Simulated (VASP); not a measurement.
PbO2 (Plattnerite):

```
Pb O
1.0
     5.08191    0.00000    0.00000
     0.00000    5.08191    0.00000
     0.00000    0.00000    3.44166
Pb O
2 4
Cartesian
  0.0000 0.0000 0.0000
  2.5410 2.5410 1.7208
  1.5651 1.5651 0.0000
  0.9758 4.1061 1.7208
  3.5168 3.5168 0.0000
  4.1061 0.9758 1.7208
```

| Property | Result |
| --- | --- |
| Program | VASP 6.6.1 |
| Task | relaxation of cell and atoms |
| Functional | LDA |
| Potentials or basis | VASP PAW LDA potentials, release 64 (Pb_d, O) |
| Cutoff | 600 eV |
| k mesh | 4 × 4 × 6 |
| Occupations | fermi-dirac, width 0.02 eV |
| Spin | no spin polarisation |

At the start: pressure -8.9 GPa; volume 14.81 Å³/atom.

How do energy, volume and symmetry change on relaxing?

Over 10 steps the energy falls by 29.8 meV/atom and the volume is 13.79 Å³/atom (-6.9 %); space group P4_2/mnm (No. 136, to 0.05 Å).

The path:
```
step  energy change (eV)  largest force (eV/Å)  pressure (GPa)  volume (Å³)
   1              0.0000                0.0936           -8.89        88.88
   2             -0.0277                0.4068           10.19        78.73
   3             -0.1689                0.1360           -0.22        83.30
   4             -0.1689                0.1417           -0.02        83.19
   5             -0.1763                0.0344            0.09        82.89
   6             -0.1780                0.0467            0.21        82.67
   7             -0.1785                0.0272           -0.24        82.88
   8             -0.1785                0.0276           -0.24        82.87
   9             -0.1788                0.0107            0.04        82.72
  10             -0.1788                0.0043            0.00        82.74
```

Final structure:
```
CELL_PARAMETERS angstrom
4.93652 0.00000 0.00000
0.00000 4.93652 0.00000
0.00000 0.00000 3.39544
ATOMIC_POSITIONS crystal
Pb 0.00000 0.00000 0.00000
Pb 0.50000 0.50000 0.50000
O 0.30735 0.30735 0.00000
O 0.19265 0.80735 0.50000
O 0.69265 0.69265 0.00000
O 0.80735 0.19265 0.50000
```
